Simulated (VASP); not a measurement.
# ScAl3 (P4/mmm) in VASP: further runs, part 2 of 2

VASP 6.6.1.

### 3 Single point, PBEsol (uniaxial strain along a: -6.0 %)

Contents of INCAR:

```
ALGO = Fast ; EDIFF = 1E-6
ENCUT = 520 ; GGA = PS
ISIF = 2 ; ISMEAR = 0
LASPH = True ; LCHARG = False
LREAL = False ; LWAVE = False
NBANDS = 18 ; NELM = 100
PREC = Accurate ; SIGMA = 0.1
```

Contents of KPOINTS:

```
k-points
0
Gamma
  14 14 14
```

Contents of POSCAR:

```
ScAl3
1.0
    3.8270206992      0.0000000000      0.0000000000
    0.0000000000      4.1323680954      0.0000000000
    0.0000000000      0.0000000000      4.1323680954
Sc Al
1 3
Direct
    0.0000000000      0.0000000000      0.0000000000
    0.5000000000      0.0000000000      0.5000000000
    0.0000000000      0.5000000000      0.5000000000
    0.5000000000      0.5000000000      0.0000000000
```

Potentials or basis: VASP PAW PBE potentials, release 64 (Sc_sv, Al).

The run is started by

```console
> cat potpaw_PBE.64/Sc_sv/POTCAR potpaw_PBE.64/Al/POTCAR > POTCAR
> mpirun -np 1 vasp_std > vasp.out
```

OUTCAR:

```text
EDIFF = 1E-6
   ENCUT = 520
   GGA = PS
   ISIF = 2
   ISMEAR = 0
   LASPH = True
   LREAL = False
   NELM = 100
   PREC = Accurate

 ion  position               nearest neighbor table
   1  0.000  0.000  0.000-   2 2.82   4 2.82   2 2.82   4 2.82   2 2.82   4 2.82   2 2.82   4 2.82
                             3 2.92   3 2.92   3 2.92   3 2.92
   2  0.500  0.000  0.500-   1 2.82   3 2.82   1 2.82   3 2.82   1 2.82   3 2.82   1 2.82   3 2.82
                             4 2.92   4 2.92   4 2.92   4 2.92
   3  0.000  0.500  0.500-   2 2.82   4 2.82   4 2.82   2 2.82   2 2.82   4 2.82   4 2.82   2 2.82
                             1 2.92   1 2.92   1 2.92   1 2.92
   4  0.500  0.500  0.000-   1 2.82   3 2.82   3 2.82   1 2.82   1 2.82   3 2.82   3 2.82   1 2.82
                             2 2.92   2 2.92   2 2.92   2 2.92

  LATTYP: Found a simple tetragonal cell.
 ALAT       =     4.1323680954
 C/A-ratio  =     0.9261083744

  Lattice vectors:

 A1 = (   0.0000000000,   4.1323680954,   0.0000000000)
 A2 = (   0.0000000000,   0.0000000000,   4.1323680954)
 A3 = (   3.8270206992,   0.0000000000,   0.0000000000)

Analysis of symmetry for initial positions (statically):
[... 180 lines left out ...]
 val. band max:        7.6058826655   @ k =   0.0000   0.4286   0.3571
 cond. band min:       7.6249664939   @ k =   0.1429   0.5000   0.4286
 fundamental gap:      0.0190838284
 Fermi energy:         7.6076535385

 k-point     1 :       0.0000    0.0000    0.0000
  band No.  band energies     occupation
      1     -40.9925      2.00000
      2     -19.8270      2.00000
      3     -19.8270      2.00000
      4     -19.7698      2.00000
      5      -2.6508      2.00000
      6       4.5222      2.00000
[... 481 lines left out ...]
      5      -0.2762      2.00000
      6       0.4682      2.00000
[... 10 lines left out ...]
     17      11.9469      0.00000
     18      13.2202      0.00000

 [... further k-points ...]

------------------------ aborting loop because EDIFF is reached ----------------------------------------

  FORCE on cell =-STRESS in cart. coord.  units (eV):
  Direction    XX          YY          ZZ          XY          YZ          ZX
  --------------------------------------------------------------------------------------
  -------------------------------------------------------------------------------------
  Total        4.4522887      0.0096372      0.0096372      0.0000000      0.0000000     -0.0000000
  in kB      109.1528518      0.2362659      0.2362659      0.0000000      0.0000000     -0.0000000
  external PRESSURE =      36.5417945 kB  Pullay stress =       0.0000000 kB

 VOLUME and BASIS-vectors are now :
 -----------------------------------------------------------------------------
  energy-cutoff  :      520.00
  volume of cell :       65.35
      direct lattice vectors                 reciprocal lattice vectors
     3.827020699  0.000000000  0.000000000     0.261299867  0.000000000  0.000000000
     0.000000000  4.132368095  0.000000000     0.000000000  0.241991995  0.000000000
     0.000000000  0.000000000  4.132368095     0.000000000  0.000000000  0.241991995

 POSITION                                       TOTAL-FORCE (eV/Angst)
 -----------------------------------------------------------------------------------
      0.00000      0.00000      0.00000         0.000000      0.000000      0.000000
      1.91351      0.00000      2.06618         0.000000      0.000000      0.000000
      0.00000      2.06618      2.06618         0.000000      0.000000      0.000000
      1.91351      2.06618      0.00000         0.000000      0.000000      0.000000
 -----------------------------------------------------------------------------------
    total drift:                               -0.000000     -0.000000     -0.000000

  FREE ENERGIE OF THE ION-ELECTRON SYSTEM (eV)
  ---------------------------------------------------
  free  energy   TOTEN  =       -20.6251309176 eV

  energy  without entropy=      -20.6186688421  energy(sigma->0) =      -20.62189988
```

stdout:

```text
POSCAR found type information on POSCAR ScAl
 POSCAR found :  2 types and       4 ions
 scaLAPACK will be used
 -----------------------------------------------------------------------------
|                                                                             |
|                                                                             |
|     You enforced a specific xc type in the INCAR file but a different       |
|     I HOPE YOU KNOW WHAT YOU ARE DOING!                                     |
|                                                                             |
 -----------------------------------------------------------------------------

 LDA part: xc-table for (Slater+PW92), standard interpolation
 POSCAR, INCAR and KPOINTS ok, starting setup
 FFT: planning ... GRIDC
 FFT: planning ... GRID_SOFT
 FFT: planning ... GRID
 WAVECAR not read
 entering main loop
```

Run time: 4.8 min. Hardware: 1 thread of Intel Xeon Platinum 8124M at 3.00GHz (Skylake/Cascade Lake), shared host; peak memory 0.41 GiB.

Results:

* Free energy: -20.6251 eV
* Pressure: 3.7 GPa
* Band gap on the k mesh: zero (band 10 reaches 8.44 eV, above the bottom of band 11 at 4.74 eV)

Stress tensor (GPa, compression positive):
```
10.92  0.00  0.00
 0.00  0.02  0.00
 0.00  0.00  0.02
```

Caveat: the cell differs from its parent crystal (uniaxial strain along a: -6.0 %); the PAW data sets were made with another functional, which shifts forces and pressure a little.
